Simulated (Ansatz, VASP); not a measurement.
# PbS in VASP and in Ansatz

```
Pb S
1.0
     2.11266    1.21975    3.45192
    -2.11266    1.21975    3.45192
     0.00000   -2.43949    3.45192
Pb S
1 1
Direct
  0.98057 0.98057 0.98057
  0.47504 0.47504 0.47504
```

Alike in both runs: task single point; functional PBE; k mesh 12 × 12 × 12; occupations gaussian, width 0.05 eV; no spin polarisation.

|  | VASP | Ansatz |
| --- | --- | --- |
| version | VASP 6.6.1 | Ansatz 0.2.0 |
| potentials or method | VASP PAW PBE potentials, release 64 (Pb_d, S), cutoff 520 eV | scalar-relativistic, plane waves, PAW |
| valence electrons in the cell | 20 | 20 |

|  | VASP | Ansatz | Ansatz less VASP |
| --- | --- | --- | --- |
| gap on the k mesh at the Fermi level (eV) | 0.46 | 0.45 | -0.007 |
| pressure (GPa) | 0.9 | 0.9 | +0.08 |
| rms of the force components (eV/Å) | 0.012 | 0.012 | -0.0004 |

Atom by atom the forces differ by 0.000 eV/Å (rms over components).

Neither program's run includes spin-orbit coupling.
